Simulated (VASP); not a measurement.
# AlN (P1) in VASP: single point with r2SCAN

Aim: the single point of AlN with r2SCAN.

All numbers are computed with VASP 6.6.1; they aren't measurements. Logs are shortened: lines on timing, memory, paths and dates and some standing lists are left out, and cuts for length are marked.

**1. The cell of the first run**

The typed cell holds 4 atoms: a = 3.111 Å, b = 3.111 Å, c = 4.978 Å, α = 90.00°, β = 90.00°, γ = 120.00°.

**2. Single point, r2SCAN (atoms moved at random)**

The input, POSCAR:

```
AlN
1.0
    3.1110021516      0.0000000000      0.0000000000
   -1.5555010758      2.6942068945      0.0000000000
    0.0000000000      0.0000000000      4.9780000000
Al N
2 2
Direct
    0.3603732153      0.7257242460     -0.0119460774
    0.6357258274      0.2934971450      0.4842116000
    0.3280784862      0.6384845448      0.4126436454
    0.6758224712      0.3422940642      0.8850908320
```

The input, INCAR.step1:

```
PREC     = Accurate       # precision mode
ENCUT    = 520            # plane-wave cutoff, eV
ISMEAR   = 0              # smearing method
SIGMA    = 0.05           # smearing width, eV
LREAL    = False          # projectors in reciprocal space
LASPH    = True           # aspherical terms in the spheres
NELM     = 60             # most SCF steps
NBANDS   = 16             # bands
GGA      = PE             # functional
ALGO     = Normal         # electronic algorithm
EDIFF    = 1E-4           # SCF threshold, eV
LWAVE    = True           # write WAVECAR
LCHARG   = False          # write CHGCAR
```

The input, INCAR.step2:

```
PREC     = Accurate       # precision mode
ENCUT    = 520            # plane-wave cutoff, eV
EDIFF    = 1E-6           # SCF threshold, eV
ISMEAR   = 0              # smearing method
SIGMA    = 0.05           # smearing width, eV
LREAL    = False          # projectors in reciprocal space
LASPH    = True           # aspherical terms in the spheres
NELM     = 60             # most SCF steps
ALGO     = Normal         # electronic algorithm
ISIF     = 2              # what is computed and relaxed
LWAVE    = False          # write WAVECAR
LCHARG   = False          # write CHGCAR
METAGGA  = R2SCAN         # meta-GGA
LMIXTAU  = True         
NBANDS   = 16             # bands
ISTART   = 1
```

The input, KPOINTS:

```
Automatic mesh
0
Gamma
  12 12 6
```

Potentials or basis: VASP PAW PBE potentials, release 64 (Al, N).

The run is started by

```
$ cat potpaw_PBE.64/Al/POTCAR potpaw_PBE.64/N/POTCAR > POTCAR
$ cp INCAR.step1 INCAR
$ mpirun -np 1 vasp_std > vasp.out
$ cp INCAR.step2 INCAR
$ mpirun -np 1 vasp_std > vasp.out
```

OUTCAR:

```text
PREC = Accurate
   ENCUT = 520
   EDIFF = 1E-6
   ISMEAR = 0
   LREAL = False
   LASPH = True
   NELM = 60
   ISIF = 2
   METAGGA = R2SCAN
   ISTART = 1

 ion  position               nearest neighbor table
   1  0.360  0.726  0.988-   4 1.74   4 1.92   4 1.95   3 2.13   2 2.91   2 2.94   2 3.13   2 3.16
                             2 3.16   2 3.19
   2  0.636  0.293  0.484-   3 1.80   3 1.80   3 1.90   4 2.00   1 2.91   1 2.94   1 3.13   1 3.16
                             1 3.16   1 3.19
   3  0.328  0.638  0.413-   2 1.80   2 1.80   2 1.90   1 2.13
   4  0.676  0.342  0.885-   1 1.74   1 1.92   1 1.95   2 2.00

  LATTYP: Found a hexagonal cell.
 ALAT       =     3.1110021516
 C/A-ratio  =     1.6001274694

  Lattice vectors:

 A1 = (   3.1110021516,   0.0000000000,   0.0000000000)
 A2 = (  -1.5555010758,   2.6942068945,   0.0000000000)
 A3 = (   0.0000000000,   0.0000000000,   4.9780000000)

Analysis of symmetry for initial positions (statically):
=====================================================================
 Subroutine PRICEL returns:
 Original cell was already a primitive cell.

 Routine SETGRP: Setting up the symmetry group for a
 hexagonal supercell.

 Subroutine GETGRP returns: Found  1 space group operations
 (whereof  1 operations were pure point group operations)
 out of a pool of 24 trial point group operations.

The static configuration has the point symmetry C_1 .

Analysis of symmetry for dynamics (positions and initial velocities):
=====================================================================
 Subroutine PRICEL returns:
 Original cell was already a primitive cell.

 Routine SETGRP: Setting up the symmetry group for a
 hexagonal supercell.

 Subroutine GETGRP returns: Found  1 space group operations
 (whereof  1 operations were pure point group operations)
 out of a pool of 24 trial point group operations.

The dynamic configuration has the point symmetry C_1 .

 Subroutine INISYM returns: Found  1 space group operations
 (whereof  1 operations are pure point group operations),
 and found     1 'primitive' translations

----------------------------------------------------------------------------------------

                                     Primitive cell

  volume of cell :      41.7240

[... 91 lines left out ...]
   NELM   =     60;   NELMIN=  2; NELMDL=  0     # of ELM steps
   EDIFF  = 0.1E-05   stopping-criterion for ELM
   LREAL  =      F    real-space projection
   EDIFFG = 0.1E-04   stopping-criterion for IOM
   NSW    =      0    number of steps for IOM
   IBRION =     -1    ionic relax: 0-MD 1-quasi-New 2-CG
   NFREE  =      0    steps in history (QN), initial steepest desc. (CG)
   ISIF   =      2    stress and relaxation
   ISYM   =      2    0-nonsym 1-usesym 2-fastsym
   POTIM  = 0.5000    time-step for ionic-motion
   TEBEG  =    0.0;   TEEND  =   0.0 temperature during run
   PSTRESS=    0.0 pullay stress
   NELECT =      16.0000    total number of electrons
   NUPDOWN=      -1.0000    fix difference up-down
   EMIN   =  10.00;   EMAX   =-10.00  energy-range for DOS
   EFERMI =   0.00;   METHOD = LEGACY
   ISMEAR =     0;   SIGMA  =   0.05  broadening in eV -4-tet -1-fermi 0-gaus
   EFERMI_NEDOS =   21; number of points for ismear=-14 and -15
   IALGO  =     38    algorithm
   IMIX   =      4    mixing-type and parameters
     AMIX     =   0.40;   BMIX     =  1.00
     AMIX_MAG =   1.60;   BMIX_MAG =  1.00
  volume/ion in A,a.u.               =      10.43        70.39
  Fermi-wavevector in a.u.,A,eV,Ry     =   1.189377  2.247596 19.247033  1.414617
  Thomas-Fermi vector in A             =   2.325485
   LORBIT       =      0    0 simple, 1 ext, 2 COOP (PROOUT), +10 PAW based schemes
   METAGGA = R2SCAN    functional components
   LHFCALC =     F    Hartree Fock is set to
   AEXX    =    0.0000 exact exchange contribution
   IVDW    =     0    specifies the selected vdW correction
   LEPSILON=     F    determine dielectric tensor
   LRPA    =     F    only Hartree local field effects (RPA)
 non-spin polarized calculation
 Gauss-broadening in eV      SIGMA  =   0.05
  energy-cutoff  :      520.00
  volume of cell :       41.72
 maximum number of plane-waves:      1152
   NGX = 11   NGY = 11   NGZ = 19

 number of electron      16.0000001 magnetization

 Free energy of the ion-electron system (eV)
  ---------------------------------------------------
  ext. energy  EPLUGINS =         0.00000000
  ---------------------------------------------------
  free energy    TOTEN  =       -37.79227393 eV

  energy without entropy =      -37.79227393  energy(sigma->0) =      -37.79227393

 E-fermi :   6.6646     XC(G=0): -11.4106

 val. band max:        6.3974254915   @ k =   0.0000   0.0000   0.0000
 cond. band min:      10.6040793320   @ k =   0.0000   0.0000   0.0000
 fundamental gap:      4.2066538405
 Fermi energy:         6.6646143741

 k-point     1 :       0.0000    0.0000    0.0000
  band No.  band energies     occupation
      1     -10.0941      2.00000
      2      -7.9694      2.00000
      3      -0.0068      2.00000
      4       4.6046      2.00000
      5       4.8599      2.00000
      6       5.2419      2.00000
[... 433 lines left out ...]
      3       0.7318      2.00000
      4       2.6904      2.00000
      5       3.3132      2.00000
      6       4.4273      2.00000
[... 8 lines left out ...]
     15      19.4629      0.00000
     16      20.1243      0.00000

 [... further k-points ...]

------------------------ aborting loop because EDIFF is reached ----------------------------------------

  FORCE on cell =-STRESS in cart. coord.  units (eV):
  Direction    XX          YY          ZZ          XY          YZ          ZX
  --------------------------------------------------------------------------------------
  -------------------------------------------------------------------------------------
  Total        0.2413540      4.1335450     -1.9150736     -0.7361299     -0.8357378      0.2410193
  in kB        9.2678471    158.7256469    -73.5376753    -28.2669448    -32.0918317      9.2549979
  external PRESSURE =      31.4852729 kB  Pullay stress =       0.0000000 kB

 VOLUME and BASIS-vectors are now :
 -----------------------------------------------------------------------------
  energy-cutoff  :      520.00
  volume of cell :       41.72
      direct lattice vectors                 reciprocal lattice vectors
     3.111002152  0.000000000  0.000000000     0.321439829  0.185583372  0.000000000
    -1.555501076  2.694206895  0.000000000     0.000000000  0.371166744  0.000000000
     0.000000000  0.000000000  4.978000000     0.000000000  0.000000000  0.200883889

 POSITION                                       TOTAL-FORCE (eV/Angst)
 -----------------------------------------------------------------------------------
     -0.00774      1.95525      4.91853         0.260775     -3.521869      0.854486
      1.52121      0.79074      2.41041         1.232545      0.981661      1.861129
      0.02749      1.72021      2.05414        -1.230009      0.013841     -2.655588
      1.57005      0.92221      4.40598        -0.263311      2.526368     -0.060027
 -----------------------------------------------------------------------------------
    total drift:                                0.000270      0.000005      0.003879

  FREE ENERGIE OF THE ION-ELECTRON SYSTEM (eV)
  ---------------------------------------------------
  free  energy   TOTEN  =       -37.7922739337 eV

  energy  without entropy=      -37.7922739337  energy(sigma->0) =      -37.79227393
```

OSZICAR.step1:

```text
N       E                     dE             d eps       ncg     rms          rms(c)
DAV:   1     0.418404979150E+02    0.41840E+02   -0.73183E+03 13960   0.895E+02
DAV:   2    -0.306203416444E+02   -0.72461E+02   -0.66509E+02 19560   0.187E+02
DAV:   3    -0.340885347626E+02   -0.34682E+01   -0.34582E+01 17272   0.427E+01
DAV:   4    -0.341095871034E+02   -0.21052E-01   -0.21051E-01 17640   0.375E+00
DAV:   5    -0.341098656645E+02   -0.27856E-03   -0.27856E-03 17640   0.435E-01    0.125E+01
DAV:   6    -0.291335325781E+02    0.49763E+01   -0.11044E+01 17440   0.243E+01    0.428E+00
DAV:   7    -0.291526682116E+02   -0.19136E-01   -0.69199E-01 15408   0.585E+00    0.298E+00
DAV:   8    -0.291413354687E+02    0.11333E-01   -0.60011E-02 17864   0.224E+00    0.504E-01
DAV:   9    -0.291372707234E+02    0.40647E-02   -0.11243E-02 19312   0.784E-01    0.243E-01
DAV:  10    -0.291378579712E+02   -0.58725E-03   -0.20252E-03 15160   0.293E-01    0.107E-01
DAV:  11    -0.291378047625E+02    0.53209E-04   -0.16874E-04 13800   0.108E-01
   1 F= -.29137805E+02 E0= -.29137805E+02  d E =-.463867E-11
```

It took 4.8 min on 1 thread of Intel Xeon 6975P-C (Granite Rapids), shared host; peak memory 0.34 GiB.

What came out:

* Free energy: -37.7923 eV
* Pressure: 3.1 GPa
* Largest force: 3.633 eV/Å
* Band gap on the k mesh: 4.21 eV

Forces in eV/Å, atoms in the order of the input:
```
Al   0.261 -3.522  0.854
Al   1.233  0.982  1.861
N   -1.230  0.014 -2.656
N   -0.263  2.526 -0.060
```

Stress tensor (GPa, compression positive):
```
 0.93 -2.83  0.93
-2.83 15.87 -3.21
 0.93 -3.21 -7.35
```

Caveat: the cell differs from its parent crystal (atoms moved at random); the stress differs along the axes, from -7 to 16 GPa; the PAW data sets were made with another functional, which shifts forces and pressure a little. A k mesh can miss the band edges.
